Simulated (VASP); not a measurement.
# V (P6_3/mmc) in VASP: single point with r2SCAN

Aim: the single point of V with r2SCAN.

Everything below comes from runs of VASP 6.6.1. Logs are shortened: lines on timing, memory, paths and dates and some standing lists are left out, and cuts for length are marked.

### 1 The cell of the first run

Symmetry: P6_3/mmc, No. 194, hexagonal system. Conventional cell: a = 2.601 Å, b = 2.601 Å, c = 4.663 Å, α = 90.00°, β = 90.00°, γ = 120.00°. Within 3.4 Å of V (site symmetry -6m2) lie 12 V at 2.60 to 2.77 Å.

This isn't the form of V at room conditions, which is bcc.

### 2 Single point, r2SCAN, non-collinear spin, zero start, spin-orbit coupling

Input file POSCAR:

```
V
1.0
    2.6010989985      0.0000000000      0.0000000000
   -1.3005494993      2.2526178105      0.0000000000
    0.0000000000      0.0000000000      4.6633048767
V
2
Direct
    0.3333333333      0.6666666667      0.2500000000
    0.6666666667      0.3333333333      0.7500000000
```

Input file INCAR.step1:

```
SYSTEM = V
  PREC = Accurate
  ENCUT = 520
  ISMEAR = -1
  SIGMA = 0.1
  LREAL = .FALSE.
  LASPH = .TRUE.
  NELM = 150
  MAGMOM = 0 0 0 0 0 0
  LSORBIT = .TRUE.
  GGA_COMPAT = .FALSE.
  LMAXMIX = 4
  NBANDS = 38
  GGA = PE
  ALGO = Normal
  EDIFF = 1E-4
  LWAVE = .TRUE.
  LCHARG = .FALSE.
```

Input file INCAR.step2:

```
SYSTEM = V
  PREC = Accurate
  ENCUT = 520
  EDIFF = 1E-6
  ISMEAR = -1
  SIGMA = 0.1
  LREAL = .FALSE.
  LASPH = .TRUE.
  NELM = 150
  ALGO = Normal
  ISIF = 2
  LWAVE = .FALSE.
  LCHARG = .FALSE.
  MAGMOM = 0 0 0 0 0 0
  LORBIT = 11
  LSORBIT = .TRUE.
  GGA_COMPAT = .FALSE.
  LORBMOM = .TRUE.
  LMAXMIX = 4
  METAGGA = R2SCAN
  LMIXTAU = .TRUE.
  NBANDS = 38
  ISTART = 1
```

Input file KPOINTS:

```
regular mesh
0
G
  14 14 7
  0 0 0
```

Potentials or basis: VASP PAW PBE potentials, release 64 (V_sv).

Run with:

```console
$ cat potpaw_PBE.64/V_sv/POTCAR > POTCAR
$ cp INCAR.step1 INCAR
$ mpirun -np 1 vasp_ncl > vasp.out
$ cp INCAR.step2 INCAR
$ mpirun -np 1 vasp_ncl > vasp.out
```

OUTCAR:

```text
SYSTEM = V
   PREC = Accurate
   ENCUT = 520
   EDIFF = 1E-6
   ISMEAR = -1
   LREAL = .FALSE.
   LASPH = .TRUE.
   NELM = 150
   ISIF = 2
   LORBIT = 11
   LSORBIT = .TRUE.
   METAGGA = R2SCAN
   ISTART = 1

 ion  position               nearest neighbor table
   1  0.333  0.667  0.250-   2 2.77   2 2.77   2 2.77   2 2.77   2 2.77   2 2.77
   2  0.667  0.333  0.750-   1 2.77   1 2.77   1 2.77   1 2.77   1 2.77   1 2.77

  LATTYP: Found a hexagonal cell.
 ALAT       =     2.6010989985
 C/A-ratio  =     1.7928209881

  Lattice vectors:

 A1 = (   2.6010989985,   0.0000000000,   0.0000000000)
 A2 = (  -1.3005494993,   2.2526178105,   0.0000000000)
 A3 = (   0.0000000000,   0.0000000000,   4.6633048767)

Analysis of symmetry for initial positions (statically):
=====================================================================
 Subroutine PRICEL returns:
 Original cell was already a primitive cell.

 Routine SETGRP: Setting up the symmetry group for a
 hexagonal supercell.

 Subroutine GETGRP returns: Found 24 space group operations
 (whereof 12 operations were pure point group operations)
 out of a pool of 24 trial point group operations.

The static configuration has the point symmetry D_3d.
 The point group associated with its full space group is D_6h.

Analysis of symmetry for dynamics (positions and initial velocities):
=====================================================================
 Subroutine PRICEL returns:
 Original cell was already a primitive cell.

 Routine SETGRP: Setting up the symmetry group for a
 hexagonal supercell.

 Subroutine GETGRP returns: Found 24 space group operations
 (whereof 12 operations were pure point group operations)
 out of a pool of 24 trial point group operations.

The dynamic configuration has the point symmetry D_3d.
 The point group associated with its full space group is D_6h.

Analysis of structural, dynamic, and magnetic symmetry:
=====================================================================
 Subroutine PRICEL returns:
 Original cell was already a primitive cell.

 Routine SETGRP: Setting up the symmetry group for a
 hexagonal supercell.

 Subroutine GETGRP returns: Found 24 space group operations
 (whereof 12 operations were pure point group operations)
[... 1170 lines left out ...]
     -0.00000      1.50175      1.16583         0.000000      0.000000      0.000000
      1.30055      0.75087      3.49748        -0.000000     -0.000000     -0.000000
 -----------------------------------------------------------------------------------
    total drift:                                0.000000     -0.000000      0.000000

  FREE ENERGIE OF THE ION-ELECTRON SYSTEM (eV)
  ---------------------------------------------------
  free  energy   TOTEN  =       -27.7953216328 eV

  energy  without entropy=      -27.6853323292  energy(sigma->0) =      -27.74032698

 orbital moment (x)

 # of ion     p       d       tot
 ----------------------------------------
  1        -0.000   0.000   0.000
  2         0.000   0.000   0.000
 ----------------------------------------
           -0.000   0.000   0.000

 orbital moment (y)

 # of ion     p       d       tot
 ----------------------------------------
  1         0.000  -0.000  -0.000
  2         0.000  -0.000  -0.000
 ----------------------------------------
            0.000  -0.000  -0.000

 orbital moment (z)

 # of ion     p       d       tot
 ----------------------------------------
  1         0.000  -0.000  -0.000
  2         0.000  -0.000  -0.000
 ----------------------------------------
            0.000  -0.000  -0.000

 Spin-Orbit-Coupling matrix elements

 Ion:    1  E_soc:     -0.0169448
 l=   1
     0.0000000    -0.0024845    -0.0024978
    -0.0024845     0.0000000    -0.0024845
    -0.0024978    -0.0024845     0.0000000
 l=   2
     0.0000000    -0.0000618     0.0000000    -0.0000618    -0.0002771
    -0.0000618     0.0000000    -0.0002150    -0.0000511    -0.0000618
     0.0000000    -0.0002150     0.0000000    -0.0002150     0.0000000
    -0.0000618    -0.0000511    -0.0002150     0.0000000    -0.0000618
    -0.0002771    -0.0000618     0.0000000    -0.0000618     0.0000000
 l=   3
     0.0000000     0.0000000     0.0000000     0.0000000     0.0000000     0.0000000     0.0000000
     0.0000000     0.0000000     0.0000000     0.0000000     0.0000000     0.0000000     0.0000000
     0.0000000     0.0000000     0.0000000     0.0000000     0.0000000     0.0000000     0.0000000
     0.0000000     0.0000000     0.0000000     0.0000000     0.0000000     0.0000000     0.0000000
     0.0000000     0.0000000     0.0000000     0.0000000     0.0000000     0.0000000     0.0000000
     0.0000000     0.0000000     0.0000000     0.0000000     0.0000000     0.0000000     0.0000000
     0.0000000     0.0000000     0.0000000     0.0000000     0.0000000     0.0000000     0.0000000

 Ion:    2  E_soc:     -0.0169448
 l=   1
     0.0000000    -0.0024845    -0.0024978
    -0.0024845     0.0000000    -0.0024845
    -0.0024978    -0.0024845     0.0000000
 l=   2
     0.0000000    -0.0000618     0.0000000    -0.0000618    -0.0002771
    -0.0000618     0.0000000    -0.0002150    -0.0000511    -0.0000618
     0.0000000    -0.0002150     0.0000000    -0.0002150     0.0000000
    -0.0000618    -0.0000511    -0.0002150     0.0000000    -0.0000618
    -0.0002771    -0.0000618     0.0000000    -0.0000618     0.0000000
 l=   3
     0.0000000     0.0000000     0.0000000     0.0000000     0.0000000     0.0000000     0.0000000
     0.0000000     0.0000000     0.0000000     0.0000000     0.0000000     0.0000000     0.0000000
     0.0000000     0.0000000     0.0000000     0.0000000     0.0000000     0.0000000     0.0000000
     0.0000000     0.0000000     0.0000000     0.0000000     0.0000000     0.0000000     0.0000000
     0.0000000     0.0000000     0.0000000     0.0000000     0.0000000     0.0000000     0.0000000
     0.0000000     0.0000000     0.0000000     0.0000000     0.0000000     0.0000000     0.0000000
     0.0000000     0.0000000     0.0000000     0.0000000     0.0000000     0.0000000     0.0000000

 total charge

# of ion       s       p       d       tot
------------------------------------------
    1        2.344   6.229   3.048  11.621
    2        2.344   6.229   3.048  11.621
--------------------------------------------------
tot          4.688  12.458   6.096  23.242

 magnetization (x)

# of ion       s       p       d       tot
------------------------------------------
    1        0.000   0.000  -0.000  -0.000
    2        0.000  -0.000  -0.000  -0.000
--------------------------------------------------
tot          0.000  -0.000  -0.000  -0.000

 magnetization (y)

# of ion       s       p       d       tot
------------------------------------------
    1       -0.000  -0.000   0.000  -0.000
    2        0.000   0.000   0.000   0.000
--------------------------------------------------
tot         -0.000  -0.000   0.000  -0.000

 magnetization (z)

# of ion       s       p       d       tot
------------------------------------------
    1        0.000   0.000   0.000   0.000
    2        0.000   0.000   0.000   0.000
--------------------------------------------------
tot          0.000   0.000   0.000   0.000
```

OSZICAR.step1:

```text
N       E                     dE             d eps       ncg     rms          rms(c)
DAV:   1     0.390684273042E+03    0.39068E+03   -0.15463E+04  7312   0.162E+03
DAV:   2    -0.374091269563E+01   -0.39443E+03   -0.38443E+03  7416   0.553E+02
DAV:   3    -0.198021290484E+02   -0.16061E+02   -0.15404E+02  8744   0.132E+02
DAV:   4    -0.200783354867E+02   -0.27621E+00   -0.27392E+00  8288   0.172E+01
DAV:   5    -0.200823380295E+02   -0.40025E-02   -0.40020E-02  7962   0.214E+00    0.250E+01
DAV:   6    -0.176048275192E+02    0.24775E+01   -0.11285E+01  7520   0.350E+01    0.277E+00
DAV:   7    -0.175683067766E+02    0.36521E-01   -0.17141E-01  8592   0.386E+00    0.125E+00
DAV:   8    -0.175510084611E+02    0.17298E-01   -0.16450E-02  7630   0.166E+00    0.194E-01
DAV:   9    -0.175509548687E+02    0.53592E-04   -0.11402E-03  8008   0.391E-01    0.711E-02
DAV:  10    -0.175509699288E+02   -0.15060E-04   -0.27836E-05  3932   0.691E-02
   1 F= -.17550970E+02 E0= -.17493486E+02  d E =-.114969E+00  mag=    -0.0000    -0.0000     0.0000
```

It took 7.9 min on 1 thread of Intel Xeon 6975P-C (Granite Rapids), shared host; peak memory 0.3 GiB.

What came out:

| Quantity | Value |
| --- | --- |
| Free energy | -27.7953 eV |
| Pressure | 0.7 GPa |
| Net moment | 0.00 μB per cell |
| Valence electrons inside the program's atomic spheres | V 11.62 |

Moments on the atoms (μB; x, y, z):
```
V   0.00 0.00 0.00
V   0.00 0.00 0.00
```

Caveat: the PAW data sets were made with another functional, which shifts forces and pressure a little.
